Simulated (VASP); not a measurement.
# Cu in VASP: a series of runs

The runs below take Cu through single point, with PBEsol.

Program: VASP 6.6.1. These are calculated values, not measurements. Logs are shortened: lines on timing, memory, paths and dates and some standing lists are left out, and cuts for length are marked.

## (1) The cell of the first run

The cell holds a slab with vacuum, 6 atoms: a = 2.295 Å, b = 2.295 Å, c = 22.604 Å, α = 90.00°, β = 90.00°, γ = 120.00°.

## (2) Single point, PBEsol (strain -0.080 along x and y, -0.080 along z)

INCAR reads:

```
SYSTEM = Cu
ALGO = Fast
EDIFF = 1E-6
ENCUT = 520
GGA = PS
ISIF = 2
ISMEAR = 0
LASPH = .TRUE.
LCHARG = .FALSE.
LREAL = .FALSE.
LWAVE = .FALSE.
NBANDS = 42
NELM = 100
PREC = Accurate
SIGMA = 0.15
```

KPOINTS reads:

```
k-points
0
G
  24 24 2
  0 0 0
```

POSCAR reads:

```
Cu
1.0
    2.2951251521      0.0000000000      0.0000000000
   -1.1475625760      1.9876366866      0.0000000000
    0.0000000000      0.0000000000     22.6039021581
Cu
6
Direct
    0.0000000000      0.0000000000      0.3738265934
    0.6666666667      0.3333333333      0.2899969346
    0.3333333333      0.6666666667      0.4579262698
    0.0000000000      0.0000000000      0.6261734066
    0.6666666667      0.3333333333      0.5420737302
    0.3333333333      0.6666666667      0.7100030654
```

Potentials or basis: VASP PAW PBE potentials, release 64 (Cu).

Run with:

```
cat potpaw_PBE.64/Cu/POTCAR > POTCAR
mpirun -np 1 vasp_std > vasp.out
```

OUTCAR:

```text
SYSTEM = Cu
   EDIFF = 1E-6
   ENCUT = 520
   GGA = PS
   ISIF = 2
   ISMEAR = 0
   LASPH = .TRUE.
   LREAL = .FALSE.
   NELM = 100
   PREC = Accurate

 ion  position               nearest neighbor table
   1  0.000  0.000  0.374-   2 2.31   2 2.31   2 2.31   3 2.32   3 2.32   3 2.32
   2  0.667  0.333  0.290-   1 2.31   1 2.31   1 2.31
   3  0.333  0.667  0.458-   1 2.32   1 2.32   1 2.32   5 2.32   5 2.32   5 2.32
   4  0.000  0.000  0.626-   6 2.31   6 2.31   6 2.31   5 2.32   5 2.32   5 2.32
   5  0.667  0.333  0.542-   4 2.32   4 2.32   4 2.32   3 2.32   3 2.32   3 2.32
   6  0.333  0.667  0.710-   4 2.31   4 2.31   4 2.31

  LATTYP: Found a hexagonal cell.
 ALAT       =     2.2951251521
 C/A-ratio  =     9.8486577681

  Lattice vectors:

 A1 = (   2.2951251521,   0.0000000000,   0.0000000000)
 A2 = (  -1.1475625760,   1.9876366866,   0.0000000000)
 A3 = (   0.0000000000,   0.0000000000,  22.6039021581)

Analysis of symmetry for initial positions (statically):
=====================================================================
 Subroutine PRICEL returns:
 Original cell was already a primitive cell.

 Routine SETGRP: Setting up the symmetry group for a
 hexagonal supercell.

 Subroutine GETGRP returns: Found 12 space group operations
 (whereof 12 operations were pure point group operations)
 out of a pool of 24 trial point group operations.

The static configuration has the point symmetry D_3d.

Analysis of symmetry for dynamics (positions and initial velocities):
=====================================================================
 Subroutine PRICEL returns:
 Original cell was already a primitive cell.

 Routine SETGRP: Setting up the symmetry group for a
 hexagonal supercell.

 Subroutine GETGRP returns: Found 12 space group operations
 (whereof 12 operations were pure point group operations)
 out of a pool of 24 trial point group operations.

The dynamic configuration has the point symmetry D_3d.

 Subroutine INISYM returns: Found 12 space group operations
 (whereof 12 operations are pure point group operations),
 and found     1 'primitive' translations

----------------------------------------------------------------------------------------

                                     Primitive cell

  volume of cell :     103.1162

  direct lattice vectors                    reciprocal lattice vectors
     2.295125152  0.000000000  0.000000000     0.435706087  0.251555027  0.000000000
    -1.147562576  1.987636687  0.000000000     0.000000000  0.503110054  0.000000000
     0.000000000  0.000000000 22.603902158     0.000000000  0.000000000  0.044240149

  length of vectors
     2.295125152  2.295125152 22.603902158     0.503110054  0.503110054  0.044240149

  position of ions in fractional coordinates (direct lattice)
     0.000000000  0.000000000  0.373826593
     0.666666667  0.333333333  0.289996935
     0.333333333  0.666666667  0.457926270
     0.000000000  0.000000000  0.626173407
     0.666666667  0.333333333  0.542073730
     0.333333333  0.666666667  0.710003065

  ion indices of the primitive-cell ions
   primitive index   ion index
                 1           1
                 2           2
                 3           3
                 4           4
                 5           5
                 6           6

----------------------------------------------------------------------------------------

 KPOINTS: k-points

Automatic generation of k-mesh.
 Grid dimensions read from file:
 generate k-points for:   24   24    2

 Generating k-lattice:

  Cartesian coordinates                     Fractional coordinates (reciprocal lattice)
     0.018154420  0.010481459  0.000000000     0.041666667  0.000000000  0.000000000
     0.000000000  0.020962919  0.000000000     0.000000000  0.041666667  0.000000000
     0.000000000  0.000000000  0.022120075     0.000000000  0.000000000  0.500000000

  Length of vectors
     0.020962919  0.020962919  0.022120075

  Shift w.r.t. Gamma in fractional coordinates (k-lattice)
     0.000000000  0.000000000  0.000000000

 Subroutine IBZKPT returns following result:
 ===========================================

 Found    122 irreducible k-points:

 Following reciprocal coordinates:
            Coordinates               Weight
  0.000000  0.000000  0.000000      1.000000
  0.041667  0.000000  0.000000      6.000000
  0.083333 -0.000000  0.000000      6.000000
  0.125000 -0.000000  0.000000      6.000000
  0.166667 -0.000000  0.000000      6.000000
  0.208333  0.000000  0.000000      6.000000
[... 16 lines left out ...]
  0.416667  0.041667  0.000000     12.000000
  0.458333  0.041667  0.000000     12.000000
 [... further k-points ...]
   k-points           NKPTS =    122   k-points in BZ     NKDIM =    122   number of bands    NBANDS=     42
   number of dos      NEDOS =    301   number of ions     NIONS =      6
   total plane-waves  NPLWV =  54432
   dimension x,y,z NGX =    18 NGY =   18 NGZ =  168
   dimension x,y,z NGXF=    36 NGYF=   36 NGZF=  336
   ions per type =               6
   NGX,Y,Z   is equivalent  to a cutoff of  13.04, 13.04, 12.36 a.u.
   NGXF,Y,Z  is equivalent  to a cutoff of  26.08, 26.08, 24.71 a.u.
 SYSTEM =  Cu
   PREC   = accura    normal or accurate (medium, high low for compatibility)
   ISTART =      0    job   : 0-new  1-cont  2-samecut
   ICHARG =      2    charge: 1-file 2-atom 10-const
   ISPIN  =      1    spin polarized calculation?
   LNONCOLLINEAR =      F non collinear calculations
   LSORBIT =      F    spin-orbit coupling
   LASPH  =      T    aspherical Exc in radial PAW
   ENCUT  =  520.0 eV  38.22 Ry    6.18 a.u.   4.27  4.27 42.03*2*pi/ulx,y,z
   NELM   =    100;   NELMIN=  2; NELMDL= -5     # of ELM steps
   EDIFF  = 0.1E-05   stopping-criterion for ELM
   LREAL  =      F    real-space projection
   EDIFFG = 0.1E-04   stopping-criterion for IOM
   NSW    =      0    number of steps for IOM
   IBRION =     -1    ionic relax: 0-MD 1-quasi-New 2-CG
   NFREE  =      0    steps in history (QN), initial steepest desc. (CG)
   ISIF   =      2    stress and relaxation
   ISYM   =      2    0-nonsym 1-usesym 2-fastsym
   POTIM  = 0.5000    time-step for ionic-motion
   TEBEG  =    0.0;   TEEND  =   0.0 temperature during run
   PSTRESS=    0.0 pullay stress
   NELECT =      66.0000    total number of electrons
   NUPDOWN=      -1.0000    fix difference up-down
   EMIN   =  10.00;   EMAX   =-10.00  energy-range for DOS
   EFERMI =   0.00;   METHOD = LEGACY
   ISMEAR =     0;   SIGMA  =   0.15  broadening in eV -4-tet -1-fermi 0-gaus
   EFERMI_NEDOS =   21; number of points for ismear=-14 and -15
   IALGO  =     68    algorithm
   IMIX   =      4    mixing-type and parameters
     AMIX     =   0.40;   BMIX     =  1.00
     AMIX_MAG =   1.60;   BMIX_MAG =  1.00
  volume/ion in A,a.u.               =      17.19       115.98
  Fermi-wavevector in a.u.,A,eV,Ry     =   1.410849  2.666118 27.082328  1.990495
  Thomas-Fermi vector in A             =   2.532761
   LORBIT       =      0    0 simple, 1 ext, 2 COOP (PROOUT), +10 PAW based schemes
   GGA     = PS    functional components
   LHFCALC =     F    Hartree Fock is set to
   AEXX    =    0.0000 exact exchange contribution
   IVDW    =     0    specifies the selected vdW correction
   LEPSILON=     F    determine dielectric tensor
   LRPA    =     F    only Hartree local field effects (RPA)
 non-spin polarized calculation
 RMM-DIIS sequential band-by-band and
 Gauss-broadening in eV      SIGMA  =   0.15
  energy-cutoff  :      520.00
  volume of cell :      103.12
 maximum number of plane-waves:      2851
 NGX is ok and might be reduce to    18
   NGX =  9   NGY =  9   NGZ = 85

 number of electron      66.0000026 magnetization

 Free energy of the ion-electron system (eV)
  ---------------------------------------------------
  ext. energy  EPLUGINS =         0.00000000
  ---------------------------------------------------
  free energy    TOTEN  =       -21.98229618 eV

  energy without entropy =      -21.96204603  energy(sigma->0) =      -21.97217111

 E-fermi :   3.6172     XC(G=0):  -8.3781

 val. band max:        3.6116336241   @ k =   0.1667   0.1250   0.5000
 cond. band min:       3.6573714670   @ k =   0.0833   0.0833   0.5000
 fundamental gap:      0.0457378429
 Fermi energy:         3.6171521171

 k-point     1 :       0.0000    0.0000    0.0000
  band No.  band energies     occupation
      1      -8.2463      2.00000
      2      -7.4304      2.00000
      3      -6.1860      2.00000
      4      -4.8170      2.00000
      5      -3.8667      2.00000
      6      -3.6687      2.00000
[... 34 lines left out ...]
     41      10.2138      0.00000
     42      12.3570      0.00000

 k-point     2 :       0.0417    0.0000    0.0000
  band No.  band energies     occupation
      1      -8.1755      2.00000
      2      -7.3617      2.00000
      3      -6.1210      2.00000
      4      -4.7561      2.00000
      5      -3.8100      2.00000
      6      -3.6175      2.00000
[... 34 lines left out ...]
     41      10.2527      0.00000
     42      12.4193      0.00000

 k-point     3 :       0.0833   -0.0000    0.0000
  band No.  band energies     occupation
      1      -7.9649      2.00000
      2      -7.1580      2.00000
      3      -5.9287      2.00000
      4      -4.5779      2.00000
      5      -3.6447      2.00000
      6      -3.4683      2.00000
[... 34 lines left out ...]
     41      10.3731      0.00000
     42      12.6067      0.00000

 k-point     4 :       0.1250   -0.0000    0.0000
  band No.  band energies     occupation
      1      -7.6197      2.00000
      2      -6.8260      2.00000
      3      -5.6192      2.00000
      4      -4.2972      2.00000
      5      -3.3875      2.00000
      6      -3.2353      2.00000
[... 844 lines left out ...]
     41      13.3805      0.00000
     42      14.2044      0.00000

 k-point    23 :       0.4167    0.0417    0.0000
  band No.  band energies     occupation
      1      -3.5798      2.00000
      2      -3.4778      2.00000
      3      -3.2687      2.00000
      4      -3.0746      2.00000
      5      -2.7747      2.00000
      6      -2.5790      2.00000
[... 34 lines left out ...]
     41      12.7047      0.00000
     42      13.8146      0.00000

 k-point    24 :       0.4583    0.0417    0.0000
  band No.  band energies     occupation
      1      -3.5036      2.00000
      2      -3.4848      2.00000
      3      -3.1611      2.00000
      4      -3.0915      2.00000
      5      -2.8165      2.00000
      6      -2.6036      2.00000
[... 34 lines left out ...]
     41      12.6195      0.00000
     42      13.7578      0.00000

 [... further k-points ...]
[... 5 lines left out ...]
  --------------------------------------------------------------------------------------
  -------------------------------------------------------------------------------------
  Total       26.0148743     26.0148743     21.6192974      0.0000000      0.0000000      0.0000000
  in kB      404.2085717    404.2085717    335.9118795      0.0000000      0.0000000      0.0000000
  external PRESSURE =     381.4430076 kB  Pullay stress =       0.0000000 kB

 VOLUME and BASIS-vectors are now :
 -----------------------------------------------------------------------------
  energy-cutoff  :      520.00
  volume of cell :      103.12
      direct lattice vectors                 reciprocal lattice vectors
     2.295125152  0.000000000  0.000000000     0.435706087  0.251555027  0.000000000
    -1.147562576  1.987636687  0.000000000     0.000000000  0.503110054  0.000000000
     0.000000000  0.000000000 22.603902158     0.000000000  0.000000000  0.044240149

 POSITION                                       TOTAL-FORCE (eV/Angst)
 -----------------------------------------------------------------------------------
      0.00000      0.00000      8.44994        -0.000000     -0.000000     -0.078527
      1.14756      0.66255      6.55506         0.000000     -0.000000     -2.236338
     -0.00000      1.32509     10.35092         0.000000      0.000000      0.010103
      0.00000      0.00000     14.15396         0.000000      0.000000      0.078527
      1.14756      0.66255     12.25298        -0.000000      0.000000     -0.010103
     -0.00000      1.32509     16.04884        -0.000000      0.000000      2.236338
 -----------------------------------------------------------------------------------
    total drift:                                0.000000      0.000000      0.000000

  FREE ENERGIE OF THE ION-ELECTRON SYSTEM (eV)
  ---------------------------------------------------
  free  energy   TOTEN  =       -21.9822961799 eV

  energy  without entropy=      -21.9620460332  energy(sigma->0) =      -21.97217111
```

It took 13 min on 1 thread of Intel Xeon 6975P-C, shared host; peak memory 0.49 GiB.

What came out:

* Free energy: -21.9823 eV
* Largest force: 2.236 eV/Å
* Band gap on the k mesh: zero (band 33 reaches 7.87 eV, above the bottom of band 34 at 1.55 eV)

Forces on the atoms (eV/Å):
```
Cu   0.000  0.000 -0.079
Cu   0.000  0.000 -2.236
Cu   0.000  0.000  0.010
Cu   0.000  0.000  0.079
Cu   0.000  0.000 -0.010
Cu   0.000  0.000  2.236
```

Levels at points of the mesh, in eV from the Fermi level:
| k point | band 31 | band 32 | band 33 | band 34 | band 35 | band 36 |
| --- | --- | --- | --- | --- | --- | --- |
| (0.00, 0.00, 0.00) | -2.39 | -2.06 | -2.06 | -2.00 | -2.00 | -1.65 |
| (0.50, 0.00, 0.00) | -1.11 | 0.07 | 0.98 | 1.30 | 1.57 | 1.63 |
| (0.00, 0.00, 0.50) | -2.39 | -2.06 | -2.06 | -2.00 | -2.00 | -1.65 |
| (0.50, 0.00, 0.50) | -1.11 | 0.07 | 0.98 | 1.30 | 1.57 | 1.63 |

Caveat: the cell differs from its parent crystal (strain -0.080 along x and y, -0.080 along z); the PAW data sets were made with another functional, which shifts forces and pressure a little.

## (3) Single point, PBEsol (strain -0.080 along x and y, -0.040 along z)

INCAR reads:

```
SYSTEM = Cu
  ALGO = Fast
  EDIFF = 1E-6
  ENCUT = 520
  GGA = PS
  ISIF = 2
  ISMEAR = 0
  LASPH = .True.
  LCHARG = .False.
  LREAL = .False.
  LWAVE = .False.
  NBANDS = 42
  NELM = 80
  PREC = Accurate
  SIGMA = 0.15
```

KPOINTS reads:

```
k-points
0
Gamma
  24 24 2
  0 0 0
```

Edit POSCAR of step 2 so:

```diff
@@ -4,3 +4,3 @@
    -1.1475625760      1.9876366866      0.0000000000
-    0.0000000000      0.0000000000     22.6039021581
+    0.0000000000      0.0000000000     23.5866805128
 Cu
```

Potentials or basis: VASP PAW PBE potentials, release 64 (Cu).

Run with:

```
cat potpaw_PBE.64/Cu/POTCAR > POTCAR
mpirun -np 1 vasp_std > vasp.out
```

OUTCAR:

```text
SYSTEM = Cu
   EDIFF = 1E-6
   ENCUT = 520
   GGA = PS
   ISIF = 2
   ISMEAR = 0
   LASPH = .True.
   LREAL = .False.
   NELM = 80
   PREC = Accurate

 ion  position               nearest neighbor table
   1  0.000  0.000  0.374-   2 2.38   2 2.38   2 2.38   3 2.39   3 2.39   3 2.39
   2  0.667  0.333  0.290-   1 2.38   1 2.38   1 2.38
   3  0.333  0.667  0.458-   1 2.39   1 2.39   1 2.39   5 2.39   5 2.39   5 2.39
   4  0.000  0.000  0.626-   6 2.38   6 2.38   6 2.38   5 2.39   5 2.39   5 2.39
   5  0.667  0.333  0.542-   4 2.39   4 2.39   4 2.39   3 2.39   3 2.39   3 2.39
   6  0.333  0.667  0.710-   4 2.38   4 2.38   4 2.38
[... 1289 lines left out ...]
  -------------------------------------------------------------------------------------
  Total       23.0659064     23.0659064     13.7564181      0.0000000      0.0000000     -0.0000000
  in kB      343.4558415    343.4558415    204.8357468      0.0000000      0.0000000     -0.0000000
  external PRESSURE =     297.2491433 kB  Pullay stress =       0.0000000 kB

 VOLUME and BASIS-vectors are now :
 -----------------------------------------------------------------------------
  energy-cutoff  :      520.00
  volume of cell :      107.60
      direct lattice vectors                 reciprocal lattice vectors
     2.295125152  0.000000000  0.000000000     0.435706087  0.251555027  0.000000000
    -1.147562576  1.987636687  0.000000000     0.000000000  0.503110054  0.000000000
     0.000000000  0.000000000 23.586680513     0.000000000  0.000000000  0.042396809

 POSITION                                       TOTAL-FORCE (eV/Angst)
 -----------------------------------------------------------------------------------
      0.00000      0.00000      8.81733        -0.000000      0.000000     -0.017686
      1.14756      0.66255      6.84007         0.000000      0.000000     -1.382919
     -0.00000      1.32509     10.80096        -0.000000     -0.000000      0.004566
      0.00000      0.00000     14.76935         0.000000      0.000000      0.017686
      1.14756      0.66255     12.78572        -0.000000      0.000000     -0.004566
     -0.00000      1.32509     16.74662        -0.000000     -0.000000      1.382919
 -----------------------------------------------------------------------------------
    total drift:                                0.000000      0.000000      0.000000

  FREE ENERGIE OF THE ION-ELECTRON SYSTEM (eV)
  ---------------------------------------------------
  free  energy   TOTEN  =       -22.7320575227 eV

  energy  without entropy=      -22.7077885899  energy(sigma->0) =      -22.71992306
```

It took 13 min on 1 thread of Intel Xeon 6975P-C, shared host; peak memory 0.51 GiB.

Results:

```
Free energy            : -22.7321 eV
Largest force          : 1.383 eV/Å
Band gap on the k mesh : zero (band 33 reaches 7.65 eV, above the bottom of band 34 at 1.21 eV)
```

Forces in eV/Å, atoms in the order of the input:
```
Cu   0.000  0.000 -0.018
Cu   0.000  0.000 -1.383
Cu   0.000  0.000  0.005
Cu   0.000  0.000  0.018
Cu   0.000  0.000 -0.005
Cu   0.000  0.000  1.383
```

Levels at points of the mesh, in eV from the Fermi level:
| k point | band 31 | band 32 | band 33 | band 34 | band 35 | band 36 |
| --- | --- | --- | --- | --- | --- | --- |
| (0.00, 0.00, 0.00) | -2.27 | -1.99 | -1.99 | -1.96 | -1.96 | -1.68 |
| (0.50, 0.00, 0.00) | -0.94 | 0.15 | 1.03 | 1.35 | 1.60 | 1.66 |
| (0.00, 0.00, 0.50) | -2.27 | -1.99 | -1.99 | -1.96 | -1.96 | -1.68 |
| (0.50, 0.00, 0.50) | -0.94 | 0.15 | 1.03 | 1.35 | 1.60 | 1.66 |

Caveat: the cell differs from its parent crystal (strain -0.080 along x and y, -0.040 along z); the PAW data sets were made with another functional, which shifts forces and pressure a little.
